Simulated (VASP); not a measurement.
Here is a VASP 6.6.1 calculation.

Contents of INCAR:

```
SYSTEM = Fe
ALGO     = Normal         ! electronic algorithm
EDIFF    = 1E-6           ! SCF threshold, eV
ENCUT    = 520            ! plane-wave cutoff, eV
GGA      = PE             ! functional
ISIF     = 2              ! what is computed and relaxed
ISMEAR   = -1             ! smearing method
ISPIN    = 2              ! spin polarisation
LASPH    = .True.         ! aspherical terms in the spheres
LCHARG   = .False.        ! write CHGCAR
LMAXMIX  = 4              ! l up to which the mixer works
LORBIT   = 11             ! projections on sites
LREAL    = .False.        ! projectors in reciprocal space
LWAVE    = .False.        ! write WAVECAR
MAGMOM   = 2.91           ! initial moments
NBANDS   = 14             ! bands
NELM     = 150            ! most SCF steps
NUPDOWN  = 2.91           ! fixed moment
PREC     = Accurate       ! precision mode
SIGMA    = 0.1            ! smearing width, eV
```

Contents of KPOINTS:

```
k-points
0
Gamma
  12 12 12
  0 0 0
```

The input POSCAR:

```
Fe
1.0
    0.0000000000      1.7775000000      1.7775000000
    1.7775000000      0.0000000000      1.7775000000
    1.7775000000      1.7775000000      0.0000000000
Fe
1
Direct
    0.0000000000      0.0000000000      0.0000000000
```

Potentials or basis: VASP PAW PBE potentials, release 64 (Fe).

Command:

```bash
$ cat potpaw_PBE.64/Fe/POTCAR > POTCAR
$ mpirun -np 1 vasp_std > vasp.out
```

(1) Predict the pressure.

Answers

(1) 25.4 GPa.

Caveat: the total moment is fixed, so each spin has its own Fermi level.
